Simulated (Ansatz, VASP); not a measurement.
# Be: VASP beside Ansatz

```
Be
1.0
     2.14141    0.00000    0.00000
     0.00000    2.14141    0.00000
     0.00000    0.00000    2.14141
Be
1
Direct
  0.00000 0.00000 0.00000
```

Alike in both runs: task single point; functional LDA; k mesh 21 × 21 × 21; occupations fermi-dirac, width 0.1 eV; no spin polarisation.

```csv
,VASP,Ansatz
version,VASP 6.6.1,Ansatz 0.2.0
potentials or method,"VASP PAW LDA potentials, release 64 (Be), cutoff 600 eV","all-electron LAPW, scalar-relativistic"
```

Ansatz gave:

| Item | Value |
| --- | --- |
| pressure (GPa) | 0.0 |

Task: Which values does VASP return?

Result: Pressure (GPa): 0.2.

LDA's correlation is that of Perdew and Zunger in VASP and of Perdew and Wang (1992) in Ansatz. Ansatz ran all-electron here, and VASP with PAW potentials.
